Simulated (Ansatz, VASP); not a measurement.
**ZnO in VASP and in Ansatz**

The input POSCAR:

```
ZnO
1.0
    0.0000000000      2.1756060798      2.1756060798
    2.1756060798      0.0000000000      2.1756060798
    2.1756060798      2.1756060798      0.0000000000
Zn O
1 1
Direct
    0.0000000000      0.0000000000      0.0000000000
    0.5000000000      0.5000000000      0.5000000000
```

Contents of INCAR.step1:

```
SYSTEM = ZnO
PREC = Accurate
ENCUT = 910
ISMEAR = 0
SIGMA = 0.02
LREAL = .FALSE.
LASPH = .TRUE.
NELM = 120
NBANDS = 16
GGA = PE
ALGO = Normal
EDIFF = 1E-5
LWAVE = .TRUE.
LCHARG = .FALSE.
GGA_COMPAT = .FALSE.
```

The input INCAR.step2:

```
SYSTEM = ZnO
PREC = Accurate
ENCUT = 910
EDIFF = 1E-6
ISMEAR = 0
SIGMA = 0.02
LREAL = .FALSE.
LASPH = .TRUE.
NELM = 120
ALGO = Normal
ISIF = 2
LWAVE = .FALSE.
LCHARG = .FALSE.
METAGGA = R2SCAN
LMIXTAU = .TRUE.
NBANDS = 16
ISTART = 1
GGA_COMPAT = .FALSE.
```

KPOINTS

```
Automatic mesh
0
G
  12 12 12
  0 0 0
```

Input for Ansatz:

```yaml
crystal:
  lattice:
    - [0.0, 2.1756060798, 2.1756060798]
    - [2.1756060798, 0.0, 2.1756060798]
    - [2.1756060798, 2.1756060798, 0.0]
  atoms:
    - { symbol: Zn, position: [0.0, 0.0, 0.0] }
    - { symbol: O, position: [0.5, 0.5, 0.5] }
basis:
  ecutwfc: 500
kpoints:
  mp_grid: { grid: [12, 12, 12] }
hamiltonian:
  xc: r2scan
scf:
  occupations: { method: gaussian, width: 0.02 }
output:
  forces: true
  stress: true
  eigenvalues: true
```

Alike in both runs: task single point; functional r2SCAN; k mesh 12 × 12 × 12; occupations gaussian, width 0.02 eV; no spin polarisation.

|  | VASP | Ansatz |
| --- | --- | --- |
| version | VASP 6.6.1 | Ansatz 0.2.0 |
| potentials or method | VASP PAW PBE potentials, release 64 (Zn, O_h), cutoff 910 eV | scalar-relativistic, plane waves, PAW |
| valence electrons in the cell | 18 | 18 |

|  | VASP | Ansatz | Ansatz less VASP |
| --- | --- | --- | --- |
| gap on the k mesh at the Fermi level (eV) | 1.27 | 1.29 | +0.017 |
| least direct gap on the mesh (eV) | 2.49 | 2.51 | +0.019 |

VASP's potentials were made for PBE, not for r2SCAN.

Noted on VASP's run: the cutoff is short for stress, so the pressure is rough.
